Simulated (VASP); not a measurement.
Wanted: the native input for a VASP 6.6.1 run.

* Task: single point
* Functional: PBE
* Dispersion: D3(BJ)
* Potentials or basis: VASP PAW PBE potentials, release 64 (Ti_sv, N)
* Cutoff: 600 eV
* k mesh: 8 × 8 × 8
* Occupations: gaussian, width 0.1 eV
* Spin: collinear spin, ferromagnetic start
* Starting moments: [1.0, 0.0] μB
* Dipole correction: no
* Further INCAR settings: ALGO = Normal; EDIFF = 1e-06; NBANDS = 20

The structure of TiN lies in POSCAR:

```
TiN
1.0
    0.0000000000      2.1220000000      2.1220000000
    2.1220000000      0.0000000000      2.1220000000
    2.1220000000      2.1220000000      0.0000000000
Ti N
1 1
Direct
    0.0000000000      0.0000000000      0.0000000000
    0.5000000000      0.5000000000      0.5000000000
```

One way to write it, as run:

INCAR

```
  ALGO = Normal
  EDIFF = 1E-6
  ENCUT = 600
  GGA = PE
  GGA_COMPAT = False
  ISIF = 2
  ISMEAR = 0
  ISPIN = 2
  IVDW = 12
  LASPH = True
  LCHARG = False
  LMAXMIX = 4
  LORBIT = 11
  LREAL = False
  LWAVE = False
  MAGMOM = 1 0
  NBANDS = 20
  NELM = 200
  PREC = Accurate
  SIGMA = 0.1
```

KPOINTS

```
k-points
0
Gamma
  8 8 8
```

Potentials or basis: VASP PAW PBE potentials, release 64 (Ti_sv, N).

Run with:

```sh
$ cat potpaw_PBE.64/Ti_sv/POTCAR potpaw_PBE.64/N/POTCAR > POTCAR
$ mpirun -np 1 vasp_std > vasp.out
```

Results of the run:

| Item | Value |
| --- | --- |
| Pressure | -7.1 GPa |
| Net moment | 0.00 μB per cell |
| Valence electrons inside the program's atomic spheres | Ti 10.38; N 3.74 |
| Dispersion energy per atom | -0.467 eV |

Caveat: pairwise dispersion overbinds metals, which lowers pressure and volume.

It took 15 s on 1 thread of Intel(R) Xeon(R) Platinum 8375C CPU @ 2.90GHz (Ice Lake), with other jobs on the host, peak memory 0.17 GiB.
